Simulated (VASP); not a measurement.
# MnO (P6_3mc) in VASP: settings compared, part 2 of 2

VASP 6.6.1. Earlier steps stand in the parts before.

**3. Single point, r2SCAN**

POSCAR reads:

```
MnO
1.0
    3.3717000000      0.0000000000      0.0000000000
   -1.6858500000      2.9199778500      0.0000000000
    0.0000000000      0.0000000000      5.3855000000
Mn O
2 2
Direct
    0.3333333300      0.6666666700      0.0109600000
    0.6666666700      0.3333333300      0.5109600000
    0.3333333300      0.6666666700      0.3754700000
    0.6666666700      0.3333333300      0.8754700000
```

INCAR.step1 reads:

```
  ALGO = Normal
  EDIFF = 1E-4
  ENCUT = 520
  GGA = PE
  ISMEAR = -1
  LASPH = True
  LCHARG = False
  LREAL = False
  LWAVE = True
  NBANDS = 27
  NELM = 80
  PREC = Accurate
  SIGMA = 0.05
```

INCAR.step2 reads:

```
  ALGO = Normal
  EDIFF = 1E-6
  ENCUT = 520
  ISIF = 2
  ISMEAR = -1
  ISTART = 1
  LASPH = True
  LCHARG = False
  LMIXTAU = True
  LREAL = False
  LWAVE = False
  METAGGA = R2SCAN
  NBANDS = 27
  NELM = 80
  PREC = Accurate
  SIGMA = 0.05
```

KPOINTS reads:

```
k-points
0
Gamma
  9 9 5
```

Potentials or basis: VASP PAW PBE potentials, release 64 (Mn_pv, O).

Started as:

```
> cat potpaw_PBE.64/Mn_pv/POTCAR potpaw_PBE.64/O/POTCAR > POTCAR
> cp INCAR.step1 INCAR
> mpirun -np 1 vasp_std > vasp.out
> cp INCAR.step2 INCAR
> mpirun -np 1 vasp_std > vasp.out
```

OUTCAR:

```text
EDIFF = 1E-6
   ENCUT = 520
   ISIF = 2
   ISMEAR = -1
   ISTART = 1
   LASPH = True
   LREAL = False
   METAGGA = R2SCAN
   NELM = 80
   PREC = Accurate

 ion  position               nearest neighbor table
   1  0.333  0.667  0.011-   3 1.96   4 2.08   4 2.08   4 2.08
   2  0.667  0.333  0.511-   4 1.96   3 2.08   3 2.08   3 2.08
   3  0.333  0.667  0.375-   1 1.96   2 2.08   2 2.08   2 2.08
   4  0.667  0.333  0.875-   2 1.96   1 2.08   1 2.08   1 2.08

  LATTYP: Found a hexagonal cell.
 ALAT       =     3.3717000000
 C/A-ratio  =     1.5972654744

  Lattice vectors:

 A1 = (   3.3717000000,   0.0000000000,   0.0000000000)
 A2 = (  -1.6858500000,   2.9199778500,   0.0000000000)
 A3 = (   0.0000000000,   0.0000000000,   5.3855000000)

Analysis of symmetry for initial positions (statically):
=====================================================================
 Subroutine PRICEL returns:
 Original cell was already a primitive cell.

 Routine SETGRP: Setting up the symmetry group for a
 hexagonal supercell.

 Subroutine GETGRP returns: Found 12 space group operations
 (whereof  6 operations were pure point group operations)
 out of a pool of 24 trial point group operations.

The static configuration has the point symmetry C_3v.
 The point group associated with its full space group is C_6v.

Analysis of symmetry for dynamics (positions and initial velocities):
=====================================================================
 Subroutine PRICEL returns:
 Original cell was already a primitive cell.

 Routine SETGRP: Setting up the symmetry group for a
 hexagonal supercell.

 Subroutine GETGRP returns: Found 12 space group operations
 (whereof  6 operations were pure point group operations)
 out of a pool of 24 trial point group operations.

The dynamic configuration has the point symmetry C_3v.
 The point group associated with its full space group is C_6v.

 Subroutine INISYM returns: Found 12 space group operations
 (whereof  6 operations are pure point group operations),
 and found     1 'primitive' translations

----------------------------------------------------------------------------------------

                                     Primitive cell

  volume of cell :      53.0218

  direct lattice vectors                    reciprocal lattice vectors
     3.371700000  0.000000000  0.000000000     0.296586292  0.171234176  0.000000000
    -1.685850000  2.919977850  0.000000000     0.000000000  0.342468351  0.000000000
     0.000000000  0.000000000  5.385500000     0.000000000  0.000000000  0.185683781

  length of vectors
     3.371700000  3.371699997  5.385500000     0.342468351  0.342468351  0.185683781

  position of ions in fractional coordinates (direct lattice)
     0.333333330  0.666666670  0.010960000
     0.666666670  0.333333330  0.510960000
     0.333333330  0.666666670  0.375470000
     0.666666670  0.333333330  0.875470000

  ion indices of the primitive-cell ions
   primitive index   ion index
                 1           1
                 2           2
                 3           3
                 4           4

----------------------------------------------------------------------------------------

 KPOINTS: k-points

Automatic generation of k-mesh.
 Grid dimensions read from file:
 generate k-points for:    9    9    5

 Generating k-lattice:

  Cartesian coordinates                     Fractional coordinates (reciprocal lattice)
     0.032954032  0.019026020  0.000000000     0.111111111 -0.000000000  0.000000000
     0.000000000  0.038052039  0.000000000     0.000000000  0.111111111  0.000000000
     0.000000000  0.000000000  0.037136756     0.000000000  0.000000000  0.200000000

  Length of vectors
     0.038052039  0.038052039  0.037136756

  Shift w.r.t. Gamma in fractional coordinates (k-lattice)
     0.000000000  0.000000000  0.000000000

 Subroutine IBZKPT returns following result:
 ===========================================

 Found     36 irreducible k-points:

 Following reciprocal coordinates:
            Coordinates               Weight
  0.000000  0.000000  0.000000      1.000000
  0.111111 -0.000000  0.000000      6.000000
  0.222222 -0.000000  0.000000      6.000000
  0.333333 -0.000000  0.000000      6.000000
  0.444444 -0.000000  0.000000      6.000000
  0.111111  0.111111  0.000000      6.000000
[... 16 lines left out ...]
  0.333333  0.222222  0.200000     24.000000
  0.333333  0.333333  0.200000      4.000000
 [... further k-points ...]
   k-points           NKPTS =     36   k-points in BZ     NKDIM =     36   number of bands    NBANDS=     27
   number of dos      NEDOS =    301   number of ions     NIONS =      4
   total plane-waves  NPLWV =  31360
   dimension x,y,z NGX =    28 NGY =   28 NGZ =   40
   dimension x,y,z NGXF=    56 NGYF=   56 NGZF=   80
   ions per type =               2   2
   NGX,Y,Z   is equivalent  to a cutoff of  13.81, 13.81, 12.35 a.u.
   NGXF,Y,Z  is equivalent  to a cutoff of  27.61, 27.61, 24.70 a.u.
 SYSTEM =  unknown system
   PREC   = accura    normal or accurate (medium, high low for compatibility)
   ISTART =      1    job   : 0-new  1-cont  2-samecut
   ICHARG =      0    charge: 1-file 2-atom 10-const
   ISPIN  =      1    spin polarized calculation?
   LNONCOLLINEAR =      F non collinear calculations
   LSORBIT =      F    spin-orbit coupling
   LASPH  =      T    aspherical Exc in radial PAW
   ENCUT  =  520.0 eV  38.22 Ry    6.18 a.u.   6.27  6.27 10.01*2*pi/ulx,y,z
   NELM   =     80;   NELMIN=  2; NELMDL=  0     # of ELM steps
   EDIFF  = 0.1E-05   stopping-criterion for ELM
   LREAL  =      F    real-space projection
   EDIFFG = 0.1E-04   stopping-criterion for IOM
   NSW    =      0    number of steps for IOM
   IBRION =     -1    ionic relax: 0-MD 1-quasi-New 2-CG
   NFREE  =      0    steps in history (QN), initial steepest desc. (CG)
   ISIF   =      2    stress and relaxation
   ISYM   =      2    0-nonsym 1-usesym 2-fastsym
   POTIM  = 0.5000    time-step for ionic-motion
   TEBEG  =    0.0;   TEEND  =   0.0 temperature during run
   PSTRESS=    0.0 pullay stress
   NELECT =      38.0000    total number of electrons
   NUPDOWN=      -1.0000    fix difference up-down
   EMIN   =  10.00;   EMAX   =-10.00  energy-range for DOS
   EFERMI =   0.00;   METHOD = LEGACY
   ISMEAR =    -1;   SIGMA  =   0.05  broadening in eV -4-tet -1-fermi 0-gaus
   EFERMI_NEDOS =   21; number of points for ismear=-14 and -15
   IALGO  =     38    algorithm
   IMIX   =      4    mixing-type and parameters
     AMIX     =   0.40;   BMIX     =  1.00
     AMIX_MAG =   1.60;   BMIX_MAG =  1.00
  volume/ion in A,a.u.               =      13.26        89.45
  Fermi-wavevector in a.u.,A,eV,Ry     =   1.465046  2.768535 29.202988  2.146359
  Thomas-Fermi vector in A             =   2.580949
   LORBIT       =      0    0 simple, 1 ext, 2 COOP (PROOUT), +10 PAW based schemes
   METAGGA = R2SCAN    functional components
   LHFCALC =     F    Hartree Fock is set to
   AEXX    =    0.0000 exact exchange contribution
   IVDW    =     0    specifies the selected vdW correction
   LEPSILON=     F    determine dielectric tensor
   LRPA    =     F    only Hartree local field effects (RPA)
 non-spin polarized calculation
  energy-cutoff  :      520.00
  volume of cell :       53.02
 maximum number of plane-waves:      1442
 NGX is ok and might be reduce to    28
   NGX = 13   NGY = 13   NGZ = 21

 number of electron      37.9999996 magnetization

 Free energy of the ion-electron system (eV)
  ---------------------------------------------------
  ext. energy  EPLUGINS =         0.00000000
  ---------------------------------------------------
  free energy    TOTEN  =       -42.59434505 eV

  energy without entropy =      -42.55063857  energy(sigma->0) =      -42.57249181

 E-fermi :   5.1354     XC(G=0): -11.3706

 val. band max:        5.0922121093   @ k =   0.2222   0.1111   0.0000
 cond. band min:       5.1706276664   @ k =   0.3333  -0.0000   0.4000
 fundamental gap:      0.0784155571
 Fermi energy:         5.1354215632

 k-point     1 :       0.0000    0.0000    0.0000
  band No.  band energies     occupation
      1     -44.7331      2.00000
      2     -44.6903      2.00000
      3     -44.5715      2.00000
      4     -44.5714      2.00000
      5     -44.5647      2.00000
      6     -44.5647      2.00000
[... 709 lines left out ...]
     26      12.5972      0.00000
     27      12.5980      0.00000

 [... further k-points ...]

------------------------ aborting loop because EDIFF is reached ----------------------------------------

  FORCE on cell =-STRESS in cart. coord.  units (eV):
  Direction    XX          YY          ZZ          XY          YZ          ZX
  --------------------------------------------------------------------------------------
  -------------------------------------------------------------------------------------
  Total      -11.2676628    -11.2676628     -8.3443166      0.0000000      0.0000000      0.0000000
  in kB     -340.4786707   -340.4786698   -252.1429564      0.0000000      0.0000000      0.0000000
  external PRESSURE =    -311.0334323 kB  Pullay stress =       0.0000000 kB

 VOLUME and BASIS-vectors are now :
 -----------------------------------------------------------------------------
  energy-cutoff  :      520.00
  volume of cell :       53.02
      direct lattice vectors                 reciprocal lattice vectors
     3.371700000  0.000000000  0.000000000     0.296586292  0.171234176  0.000000000
    -1.685850000  2.919977850  0.000000000     0.000000000  0.342468351  0.000000000
     0.000000000  0.000000000  5.385500000     0.000000000  0.000000000  0.185683781

 POSITION                                       TOTAL-FORCE (eV/Angst)
 -----------------------------------------------------------------------------------
     -0.00000      1.94665      0.05903        -0.000000      0.000000     -0.495940
      1.68585      0.97333      2.75178         0.000000     -0.000000     -0.495940
     -0.00000      1.94665      2.02209         0.000000     -0.000000      0.495940
      1.68585      0.97333      4.71484        -0.000000      0.000000      0.495940
 -----------------------------------------------------------------------------------
    total drift:                               -0.000025      0.000014      0.076200

  FREE ENERGIE OF THE ION-ELECTRON SYSTEM (eV)
  ---------------------------------------------------
  free  energy   TOTEN  =       -42.5943450530 eV

  energy  without entropy=      -42.5506385733  energy(sigma->0) =      -42.57249181
```

It took 89 s on 1 thread of Intel Xeon 6975P-C (Granite Rapids), shared host; peak memory 0.2 GiB.

Results:

```
Free energy            : -42.5943 eV
Pressure               : -31.1 GPa
Largest force          : 0.496 eV/Å
Band gap on the k mesh : zero (bands 19 and 20 overlap by 0.60 eV)
```

Forces in eV/Å, atoms in the order of the input:
```
Mn   0.000  0.000 -0.496
Mn   0.000  0.000 -0.496
O    0.000  0.000  0.496
O    0.000  0.000  0.496
```

Caveat: the stress differs along the axes, from -34 to -25 GPa; the PAW data sets were made with another functional, which shifts forces and pressure a little; the run has no spin polarisation, though such a crystal can be magnetic; semilocal functionals often make such compounds metallic where correlation or magnetic order opens a gap, which also shifts bond lengths.

**4. Single point, PBE+U**

INCAR reads:

```
PREC     = Accurate       # precision mode
ENCUT    = 520            # plane-wave cutoff, eV
EDIFF    = 1E-6           # SCF threshold, eV
ISMEAR   = -1             # smearing method
SIGMA    = 0.05           # smearing width, eV
LREAL    = F              # projectors in reciprocal space
LASPH    = T              # aspherical terms in the spheres
NELM     = 150            # most SCF steps
ALGO     = Normal         # electronic algorithm
ISIF     = 2              # what is computed and relaxed
LWAVE    = F              # write WAVECAR
LCHARG   = F              # write CHGCAR
LMAXMIX  = 4              # l up to which the mixer works
LDAU     = T              # DFT+U
LDAUTYPE = 2            
LDAUL    = 2 -1           # shell
LDAUU    = 4 0            # U, eV
LDAUJ    = 0 0          
LDAUPRINT= 1            
GGA      = PE             # functional
NBANDS   = 27             # bands
```

KPOINTS reads:

```
Automatic mesh
0
Gamma
  9 9 5
```

POSCAR is that of step 3.

Started as:

```
> cat potpaw_PBE.64/Mn_pv/POTCAR potpaw_PBE.64/O/POTCAR > POTCAR
> mpirun -np 1 vasp_std > vasp.out
```

Wall time 32 s (1 thread of Intel Xeon 6975P-C (Granite Rapids), shared host); peak memory 0.19 GiB.

Results (log left out):

```
Free energy            : -22.4697 eV
Pressure               : -19.3 GPa
Largest force          : 0.984 eV/Å
Band gap on the k mesh : zero (bands 19 and 20 overlap by 0.84 eV)
```

Forces on the atoms (eV/Å):
```
Mn   0.000  0.000 -0.984
Mn   0.000  0.000 -0.984
O    0.000  0.000  0.984
O    0.000  0.000  0.984
```

Stress tensor (GPa, compression positive):
```
-24.10   0.00   0.00
  0.00 -24.10   0.00
  0.00   0.00  -9.67
```

Levels at points of the mesh, in eV from the Fermi level:
```csv
k point,band 17,band 18,band 19,band 20,band 21,band 22
"(0.00, 0.00, 0.00)",-1.85,-1.85,-0.59,0.11,1.11,1.11
```

Eigenvalues of the final occupation matrices:
| site | spin | trace | eigenvalues |
| --- | --- | --- | --- |
| site 1 d | 1 | 2.54 | 0.19 0.26 0.26 0.91 0.91 |
| site 1 d | 2 | 2.54 | 0.19 0.26 0.26 0.91 0.91 |
| site 2 d | 1 | 2.54 | 0.19 0.26 0.26 0.91 0.91 |
| site 2 d | 2 | 2.54 | 0.19 0.26 0.26 0.91 0.91 |

Caveat: the stress differs along the axes, from -24 to -10 GPa; the run has no spin polarisation, though such a crystal can be magnetic; U without spin polarisation on a metal has little footing. Spin polarisation is off, so any magnetic state and its effect on volume and gap are missing.

**5. Single point, PBE, collinear spin, ferromagnetic start**

INCAR reads:

```
SYSTEM = MnO
PREC = Accurate
ENCUT = 520
EDIFF = 1E-7
ISMEAR = -1
SIGMA = 0.05
LREAL = .FALSE.
LASPH = .TRUE.
NELM = 150
ALGO = Normal
ISIF = 2
LWAVE = .FALSE.
LCHARG = .FALSE.
ISPIN = 2
MAGMOM = 4.5 4.5 0 0
LORBIT = 11
LMAXMIX = 4
GGA = PE
NBANDS = 31
```

KPOINTS reads:

```
regular mesh
0
G
  9 9 5
  0 0 0
```

POSCAR is that of step 4.

Started as:

```
> cat potpaw_PBE.64/Mn_pv/POTCAR potpaw_PBE.64/O/POTCAR > POTCAR
> mpirun -np 1 vasp_std > vasp.out
```

Wall time 60 s (1 thread of Intel Xeon 6975P-C (Granite Rapids), shared host); peak memory 0.24 GiB.

It converged, with:

* Free energy: -32.7769 eV
* Pressure: 6.5 GPa
* Largest force: 0.663 eV/Å
* Band gap on the k mesh: zero (filled and empty bands overlap)
* Net moment: 9.99 μB per cell
* Site moments: Mn +4.41; O +0.20 μB
* Valence electrons inside the program's atomic spheres: Mn 11.43; O 5.02

Forces in eV/Å, atoms in the order of the input:
```
Mn   0.000  0.000 -0.663
Mn   0.000  0.000 -0.663
O    0.000  0.000  0.663
O    0.000  0.000  0.663
```

Stress tensor (GPa, compression positive):
```
 3.75  0.00  0.00
 0.00  3.75  0.00
 0.00  0.00 12.07
```

Levels at points of the mesh, in eV from the Fermi level:
Spin up:
```csv
k point,band 20,band 21,band 22,band 23,band 24,band 25,band 26,band 27,band 28,band 29
"(0.00, 0.00, 0.00)",-1.50,-1.09,-1.09,-0.02,-0.02,0.05,3.72,5.58,11.55,11.55
```
Spin down:
```csv
k point,band 12,band 13,band 14,band 15,band 16,band 17
"(0.00, 0.00, 0.00)",-4.95,-4.74,-4.74,-0.09,0.94,0.94
```

Caveat: the stress differs along the axes, from 4 to 12 GPa; semilocal functionals often make such compounds metallic where correlation or magnetic order opens a gap, which also shifts bond lengths; the run started ferromagnetic, and an antiferromagnetic order may lie lower in energy.

**6. Overview**

| level | spin | U | gap on the mesh (eV) | pressure (GPa) | largest force (eV/Å) |
| --- | --- | --- | --- | --- | --- |
| PBE | off | - | none | -28.7 | 0.33 |
| r2SCAN | off | - | none | -31.1 | 0.50 |
| PBE+U | off | Mn d U = 4.0 eV | none | -19.3 | 0.98 |
| PBE | collinear, ferromagnetic start | - | none | 6.5 | 0.66 |

Alike in all rows: task single point; potentials or basis VASP PAW PBE potentials, release 64 (Mn_pv, O); cell as given; k mesh 9 × 9 × 5; cutoff (eV) 520; smearing fermi-dirac 0.05 eV.

The pressure there spans -31.1 GPa (r2SCAN) to 6.5 GPa (PBE); a positive pressure means that this level wants a larger cell, a negative one a smaller.

Caveats: semilocal functionals often make such compounds metallic where correlation or magnetic order opens a gap, which also shifts bond lengths (at least some runs); the stress differs along the axes, from -31 to -24 GPa (at least some runs); the stress differs along the axes, from -34 to -25 GPa (at least some runs); the PAW data sets were made with another functional, which shifts forces and pressure a little (at least some runs); the stress differs along the axes, from -24 to -10 GPa (at least some runs); U without spin polarisation on a metal has little footing (at least some runs); the stress differs along the axes, from 4 to 12 GPa (at least some runs).

Total energies depend on the potentials used, so only differences within one code and one set of settings carry meaning.

The gap in the log of VASP goes by the Fermi energy; the results here count the filled bands.